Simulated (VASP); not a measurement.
Set up this calculation in VASP 6.6.1, as the native input.

```yaml
Task: electric field gradients
Functional: PBE
Potentials_or_basis: VASP PAW PBE potentials, release 64 (Mg, B)
Cutoff: 520 eV
k_mesh: 12 × 12 × 9
Occupations: fermi-dirac, width 0.05 eV
Spin: no spin polarisation
Dipole_correction: no
Further_INCAR_settings: ALGO = Normal; EDIFF = 1e-08; NBANDS = 11
```

The structure of MgB2 lies in POSCAR:

```
MgB2
1.0
    3.0850007055      0.0000000000      0.0000000000
   -1.5425003528      2.6716889817      0.0000000000
    0.0000000000      0.0000000000      3.5582300000
Mg B
1 2
Direct
    0.0000000000      0.0000000000      0.0000000000
    0.3333333333      0.6666666667      0.5000000000
    0.6666666667      0.3333333333      0.5000000000
```

This cell differs from its parent crystal: zz strain of +1 %.

The input as run:

INCAR

```
ALGO = Normal ; EDIFF = 1E-8
ENCUT = 520 ; GGA = PE
ISIF = 2 ; ISMEAR = -1
LASPH = T ; LCHARG = F
LEFG = T ; LREAL = F
LWAVE = F ; NBANDS = 11
NELM = 100 ; PREC = Accurate
SIGMA = 0.05
```

KPOINTS

```
k-points
0
Gamma
  12 12 9
```

Potentials or basis: VASP PAW PBE potentials, release 64 (Mg, B).

Command:

```sh
$ cat potpaw_PBE.64/Mg/POTCAR potpaw_PBE.64/B/POTCAR > POTCAR
$ mpirun -np 1 vasp_std > vasp.out
```

Results of the run:

* Pressure: -2.3 GPa
* Band gap on the k mesh: zero (band 4 reaches 6.93 eV, above the bottom of band 5 at 3.31 eV)

Caveat: the cell differs from its parent crystal (zz strain of +1 %); without QUAD_EFG the Cq values of the log hold for a quadrupole moment of 1 mb, not for the nuclei.

It took 33 s on 1 thread of Intel(R) Xeon(R) Platinum 8375C CPU @ 2.90GHz (Ice Lake) (shared host), peak memory 0.15 GiB.
